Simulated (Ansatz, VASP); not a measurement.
Two plane-wave programs on Al

```
Al
1.0
     2.74214    0.00000    0.00000
    -1.37107    2.37477    0.00000
     0.00000    0.00000    4.86685
Al
2
Direct
  0.66667 0.33333 0.75000
  0.33333 0.66667 0.25000
```

Change from the starting cell: strain -0.025 along x and y, +0.000 along z, atoms carried along.

Alike in both runs: task single point; functional r2SCAN; k mesh 18 × 18 × 10; occupations gaussian, width 0.15 eV; no spin polarisation.

```csv
,VASP,Ansatz
version,VASP 6.6.1,Ansatz 0.2.0
potentials or method,"VASP PAW PBE potentials, release 64 (Al), cutoff 520 eV","scalar-relativistic, plane waves, PAW"
valence electrons in the cell,6,6
```

```csv
,VASP,Ansatz,Ansatz less VASP
gap on the k mesh at the Fermi level (eV),none,none,-
pressure (GPa),1.4,1.8,+0.33
"traceless stress, the component that is largest in VASP (GPa)",-4.50,-4.53,-0.022
```

VASP's potentials were made for PBE, not for r2SCAN. A gap of «none» marks a metal or a gap that the smearing closes. The functional is the same, so the differences come from potentials, cutoffs and numerics.
